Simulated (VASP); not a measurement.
A run of VASP 6.6.1 is set up as follows.

INCAR

```
ALGO = Normal
EDIFF = 1E-6
ENCUT = 520
GGA = PE
ISIF = 2
ISMEAR = 0
LASPH = True
LCHARG = False
LREAL = False
LWAVE = False
NBANDS = 11
NELM = 80
PREC = Accurate
SIGMA = 0.02
```

KPOINTS

```
k-points
0
Gamma
  12 12 12
```

Contents of POSCAR:

```
SiC
1.0
    0.0000000000      2.2979397400      2.2979397400
    2.1674997400      0.0000000000      2.2979397400
    2.1674997400      2.2979397400      0.0000000000
Si C
1 1
Direct
    0.0000000000      0.0000000000      0.0000000000
    0.7500000000      0.7500000000      0.7500000000
```

Potentials or basis: VASP PAW PBE potentials, release 64 (Si, C).

Launch:

```bash
$ cat potpaw_PBE.64/Si/POTCAR potpaw_PBE.64/C/POTCAR > POTCAR
$ mpirun -np 1 vasp_std > vasp.out
```

Estimate the band gap on the k mesh.

0.90 eV, indirect (least direct gap 4.36 eV).

Predict the pressure.

-15.6 GPa.

Stress tensor (GPa, compression positive):
```
 -6.89   0.00   0.00
  0.00 -19.98   0.00
  0.00   0.00 -19.98
```

Caveat: the cell differs from its parent crystal (strained). A k mesh can miss the band edges.
